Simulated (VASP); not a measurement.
# AlN (P6_3mc) in VASP: further runs

The runs below take AlN through single point, relaxation of cell and atoms, with LDA.

Everything below comes from runs of VASP 6.6.1. Logs are shortened: lines on timing, memory, paths and dates and some standing lists are left out, and cuts for length are marked.

### Step 1. The cell of the first run

It takes space group P6_3mc (No. 186, hexagonal). The conventional cell has a = 3.089 Å, b = 3.089 Å, c = 4.943 Å, α = 90.00°, β = 90.00°, γ = 120.00°. Al (site symmetry 3m) has 4 N at 1.88 to 1.89 Å within 2.5 Å. N (site symmetry 3m) has 4 Al at 1.88 to 1.89 Å within 2.5 Å.

### Step 2. Single point, LDA

INCAR

```
ALGO = Normal ; EDIFF = 1E-6
ENCUT = 520 ; ISIF = 2
ISMEAR = 0 ; LASPH = True
LCHARG = False ; LREAL = False
LWAVE = False ; NBANDS = 16
NELM = 60 ; PREC = Accurate
SIGMA = 0.02
```

KPOINTS

```
k-points
0
Gamma
  9 9 6
```

POSCAR

```
AlN
1.0
    3.0887554652      0.0000000000      0.0000000000
   -1.5443777326      2.6749406989      0.0000000000
    0.0000000000      0.0000000000      4.9433004827
Al N
2 2
Direct
    0.3333333333      0.6666666667     -0.0009937725
    0.6666666667      0.3333333333      0.4990062275
    0.3333333333      0.6666666667      0.3809937725
    0.6666666667      0.3333333333      0.8809937725
```

Potentials or basis: VASP PAW LDA potentials, release 64 (Al, N).

Launch:

```bash
$ cat potpaw_LDA.64/Al/POTCAR potpaw_LDA.64/N/POTCAR > POTCAR
$ mpirun -np 1 vasp_std > vasp.out
```

OUTCAR:

```text
EDIFF = 1E-6
   ENCUT = 520
   ISIF = 2
   ISMEAR = 0
   LASPH = True
   LREAL = False
   NELM = 60
   PREC = Accurate

 ion  position               nearest neighbor table
   1  0.333  0.667  0.999-   4 1.88   4 1.88   4 1.88   3 1.89   2 3.05   2 3.05   2 3.05   2 3.05
                             2 3.05   2 3.05
   2  0.667  0.333  0.499-   3 1.88   3 1.88   3 1.88   4 1.89   1 3.05   1 3.05   1 3.05   1 3.05
                             1 3.05   1 3.05
   3  0.333  0.667  0.381-   2 1.88   2 1.88   2 1.88   1 1.89
   4  0.667  0.333  0.881-   1 1.88   1 1.88   1 1.88   2 1.89

  LATTYP: Found a hexagonal cell.
 ALAT       =     3.0887554652
 C/A-ratio  =     1.6004182067

  Lattice vectors:

 A1 = (   3.0887554652,   0.0000000000,   0.0000000000)
 A2 = (  -1.5443777326,   2.6749406989,   0.0000000000)
 A3 = (   0.0000000000,   0.0000000000,   4.9433004827)

Analysis of symmetry for initial positions (statically):
=====================================================================
 Subroutine PRICEL returns:
 Original cell was already a primitive cell.

 Routine SETGRP: Setting up the symmetry group for a
 hexagonal supercell.

 Subroutine GETGRP returns: Found 12 space group operations
 (whereof  6 operations were pure point group operations)
 out of a pool of 24 trial point group operations.

The static configuration has the point symmetry C_3v.
 The point group associated with its full space group is C_6v.

Analysis of symmetry for dynamics (positions and initial velocities):
=====================================================================
 Subroutine PRICEL returns:
 Original cell was already a primitive cell.

 Routine SETGRP: Setting up the symmetry group for a
 hexagonal supercell.

 Subroutine GETGRP returns: Found 12 space group operations
 (whereof  6 operations were pure point group operations)
 out of a pool of 24 trial point group operations.

The dynamic configuration has the point symmetry C_3v.
 The point group associated with its full space group is C_6v.

 Subroutine INISYM returns: Found 12 space group operations
 (whereof  6 operations are pure point group operations),
 and found     1 'primitive' translations

----------------------------------------------------------------------------------------

                                     Primitive cell

  volume of cell :      40.8427

  direct lattice vectors                    reciprocal lattice vectors
     3.088755465  0.000000000  0.000000000     0.323754992  0.186920032  0.000000000
    -1.544377733  2.674940699  0.000000000     0.000000000  0.373840063  0.000000000
     0.000000000  0.000000000  4.943300483     0.000000000  0.000000000  0.202293994

  length of vectors
     3.088755465  3.088755465  4.943300483     0.373840063  0.373840063  0.202293994

  position of ions in fractional coordinates (direct lattice)
     0.333333333  0.666666667  0.999006227
     0.666666667  0.333333333  0.499006227
     0.333333333  0.666666667  0.380993772
     0.666666667  0.333333333  0.880993772

  ion indices of the primitive-cell ions
   primitive index   ion index
                 1           1
                 2           2
                 3           3
                 4           4

----------------------------------------------------------------------------------------

 KPOINTS: k-points

Automatic generation of k-mesh.
 Grid dimensions read from file:
 generate k-points for:    9    9    6

 Generating k-lattice:

  Cartesian coordinates                     Fractional coordinates (reciprocal lattice)
     0.035972777  0.020768892  0.000000000     0.111111111 -0.000000000  0.000000000
     0.000000000  0.041537785  0.000000000     0.000000000  0.111111111  0.000000000
     0.000000000  0.000000000  0.033715666     0.000000000  0.000000000  0.166666667

  Length of vectors
     0.041537785  0.041537785  0.033715666

  Shift w.r.t. Gamma in fractional coordinates (k-lattice)
     0.000000000  0.000000000  0.000000000

 Subroutine IBZKPT returns following result:
 ===========================================

 Found     48 irreducible k-points:

 Following reciprocal coordinates:
            Coordinates               Weight
  0.000000  0.000000  0.000000      1.000000
  0.111111  0.000000  0.000000      6.000000
  0.222222  0.000000  0.000000      6.000000
  0.333333 -0.000000  0.000000      6.000000
  0.444444  0.000000  0.000000      6.000000
  0.111111  0.111111  0.000000      6.000000
[... 16 lines left out ...]
  0.333333  0.222222  0.166667     24.000000
  0.333333  0.333333  0.166667      4.000000
 [... further k-points ...]
   k-points           NKPTS =     48   k-points in BZ     NKDIM =     48   number of bands    NBANDS=     16
   number of dos      NEDOS =    301   number of ions     NIONS =      4
   total plane-waves  NPLWV =  23040
   dimension x,y,z NGX =    24 NGY =   24 NGZ =   40
   dimension x,y,z NGXF=    48 NGYF=   48 NGZF=   80
   ions per type =               2   2
   NGX,Y,Z   is equivalent  to a cutoff of  12.92, 12.92, 13.45 a.u.
   NGXF,Y,Z  is equivalent  to a cutoff of  25.84, 25.84, 26.90 a.u.
 SYSTEM =  unknown system
   PREC   = accura    normal or accurate (medium, high low for compatibility)
   ISTART =      0    job   : 0-new  1-cont  2-samecut
   ICHARG =      2    charge: 1-file 2-atom 10-const
   ISPIN  =      1    spin polarized calculation?
   LNONCOLLINEAR =      F non collinear calculations
   LSORBIT =      F    spin-orbit coupling
   LASPH  =      T    aspherical Exc in radial PAW
   ENCUT  =  520.0 eV  38.22 Ry    6.18 a.u.   5.74  5.74  9.19*2*pi/ulx,y,z
   NELM   =     60;   NELMIN=  2; NELMDL= -5     # of ELM steps
   EDIFF  = 0.1E-05   stopping-criterion for ELM
   LREAL  =      F    real-space projection
   EDIFFG = 0.1E-04   stopping-criterion for IOM
   NSW    =      0    number of steps for IOM
   IBRION =     -1    ionic relax: 0-MD 1-quasi-New 2-CG
   NFREE  =      0    steps in history (QN), initial steepest desc. (CG)
   ISIF   =      2    stress and relaxation
   ISYM   =      2    0-nonsym 1-usesym 2-fastsym
   POTIM  = 0.5000    time-step for ionic-motion
   TEBEG  =    0.0;   TEEND  =   0.0 temperature during run
   PSTRESS=    0.0 pullay stress
   NELECT =      16.0000    total number of electrons
   NUPDOWN=      -1.0000    fix difference up-down
   EMIN   =  10.00;   EMAX   =-10.00  energy-range for DOS
   EFERMI =   0.00;   METHOD = LEGACY
   ISMEAR =     0;   SIGMA  =   0.02  broadening in eV -4-tet -1-fermi 0-gaus
   EFERMI_NEDOS =   21; number of points for ismear=-14 and -15
   IALGO  =     38    algorithm
   IMIX   =      4    mixing-type and parameters
     AMIX     =   0.40;   BMIX     =  1.00
     AMIX_MAG =   1.60;   BMIX_MAG =  1.00
  volume/ion in A,a.u.               =      10.21        68.91
  Fermi-wavevector in a.u.,A,eV,Ry     =   1.197871  2.263647 19.522920  1.434894
  Thomas-Fermi vector in A             =   2.333774
   LORBIT       =      0    0 simple, 1 ext, 2 COOP (PROOUT), +10 PAW based schemes
   GGA     = CA    functional components
   LHFCALC =     F    Hartree Fock is set to
   AEXX    =    0.0000 exact exchange contribution
   IVDW    =     0    specifies the selected vdW correction
   LEPSILON=     F    determine dielectric tensor
   LRPA    =     F    only Hartree local field effects (RPA)
 non-spin polarized calculation
 Gauss-broadening in eV      SIGMA  =   0.02
  energy-cutoff  :      520.00
  volume of cell :       40.84
 maximum number of plane-waves:      1118
 NGX is ok and might be reduce to    24
   NGX = 11   NGY = 11   NGZ = 19

 number of electron      15.9999997 magnetization

 Free energy of the ion-electron system (eV)
  ---------------------------------------------------
  ext. energy  EPLUGINS =         0.00000000
  ---------------------------------------------------
  free energy    TOTEN  =       -32.84104456 eV

  energy without entropy =      -32.84104456  energy(sigma->0) =      -32.84104456

 E-fermi :   6.2846     XC(G=0): -11.3432

 val. band max:        6.1149556189   @ k =   0.0000   0.0000   0.0000
 cond. band min:      10.5381134294   @ k =   0.0000   0.0000   0.0000
 fundamental gap:      4.4231578105
 Fermi energy:         6.2846145387

 k-point     1 :       0.0000    0.0000    0.0000
  band No.  band energies     occupation
      1      -9.0584      2.00000
      2      -6.7645      2.00000
      3      -0.0395      2.00000
      4       5.2248      2.00000
      5       5.2248      2.00000
      6       5.8863      2.00000
[... 8 lines left out ...]
     15      19.2377      0.00000
     16      19.2377      0.00000

 k-point     2 :       0.1111    0.0000    0.0000
  band No.  band energies     occupation
      1      -8.8942      2.00000
      2      -6.6708      2.00000
      3       0.1513      2.00000
      4       4.5062      2.00000
      5       5.0206      2.00000
      6       5.2170      2.00000
[... 8 lines left out ...]
     15      19.0899      0.00000
     16      19.2447      0.00000

 k-point     3 :       0.2222    0.0000    0.0000
  band No.  band energies     occupation
      1      -8.4265      2.00000
      2      -6.4348      2.00000
      3       0.7058      2.00000
      4       2.9742      2.00000
      5       3.9485      2.00000
      6       4.6032      2.00000
[... 8 lines left out ...]
     15      18.3017      0.00000
     16      19.0109      0.00000

 k-point     4 :       0.3333   -0.0000    0.0000
  band No.  band energies     occupation
      1      -7.7467      2.00000
      2      -6.2058      2.00000
      3       1.5065      2.00000
      4       1.5579      2.00000
      5       2.7368      2.00000
      6       4.2164      2.00000
[... 8 lines left out ...]
     15      18.2428      0.00000
     16      20.5025      0.00000
[... 324 lines left out ...]
 k-point    22 :       0.2222    0.2222    0.1667
  band No.  band energies     occupation
      1      -7.3115      2.00000
      2      -6.2212      2.00000
      3       1.4041      2.00000
      4       1.6650      2.00000
      5       2.9442      2.00000
      6       3.3882      2.00000
[... 8 lines left out ...]
     15      18.3749      0.00000
     16      21.0958      0.00000

 k-point    23 :       0.3333    0.2222    0.1667
  band No.  band energies     occupation
      1      -6.7488      2.00000
      2      -6.2117      2.00000
      3       0.9804      2.00000
      4       1.6953      2.00000
      5       2.5165      2.00000
      6       3.5589      2.00000
[... 8 lines left out ...]
     15      18.8808      0.00000
     16      20.9808      0.00000

 k-point    24 :       0.3333    0.3333    0.1667
  band No.  band energies     occupation
      1      -6.3778      2.00000
      2      -6.3778      2.00000
      3       1.2513      2.00000
      4       1.8513      2.00000
      5       1.8513      2.00000
      6       3.3274      2.00000
[... 8 lines left out ...]
     15      19.1427      0.00000
     16      21.2725      0.00000

 [... further k-points ...]

------------------------ aborting loop because EDIFF is reached ----------------------------------------

  FORCE on cell =-STRESS in cart. coord.  units (eV):
  Direction    XX          YY          ZZ          XY          YZ          ZX
  --------------------------------------------------------------------------------------
  -------------------------------------------------------------------------------------
  Total        0.1573021      0.1573021      0.1509344      0.0000000     -0.0000000      0.0000000
  in kB        6.1706424      6.1706424      5.9208514      0.0000000     -0.0000000      0.0000000
  external PRESSURE =       6.0873787 kB  Pullay stress =       0.0000000 kB

 VOLUME and BASIS-vectors are now :
 -----------------------------------------------------------------------------
  energy-cutoff  :      520.00
  volume of cell :       40.84
      direct lattice vectors                 reciprocal lattice vectors
     3.088755465  0.000000000  0.000000000     0.323754992  0.186920032  0.000000000
    -1.544377733  2.674940699  0.000000000     0.000000000  0.373840063  0.000000000
     0.000000000  0.000000000  4.943300483     0.000000000  0.000000000  0.202293994

 POSITION                                       TOTAL-FORCE (eV/Angst)
 -----------------------------------------------------------------------------------
     -0.00000      1.78329      4.93839         0.000000      0.000000     -0.000181
      1.54438      0.89165      2.46674         0.000000     -0.000000     -0.000181
     -0.00000      1.78329      1.88337         0.000000     -0.000000      0.000181
      1.54438      0.89165      4.35502        -0.000000      0.000000      0.000181
 -----------------------------------------------------------------------------------
    total drift:                               -0.000000      0.000000     -0.000708

  FREE ENERGIE OF THE ION-ELECTRON SYSTEM (eV)
  ---------------------------------------------------
  free  energy   TOTEN  =       -32.8410445563 eV

  energy  without entropy=      -32.8410445563  energy(sigma->0) =      -32.84104456
```

Run time: 19 s. Hardware: 1 thread of Intel Xeon Platinum 8488C (Sapphire Rapids), shared host; peak memory 0.15 GiB.

Results:

```yaml
Free_energy: -32.8410 eV
Pressure: 0.6 GPa
Band_gap_on_the_k_mesh: 4.42 eV, direct
```

Levels at points of the mesh, in eV from the valence-band top:
```csv
k point,band 6,band 7,band 8,band 9,band 10,band 11
"(0.00, 0.00, 0.00)",-0.23,-0.23,0.00,4.42,6.73,10.66
"(0.00, 0.00, 0.50)",-0.57,-0.57,-0.57,6.61,6.61,10.32
```

A k mesh can miss the band edges. As with any semilocal functional, this LDA gap is likely too small.

(Part 1 of 2 ends here.)
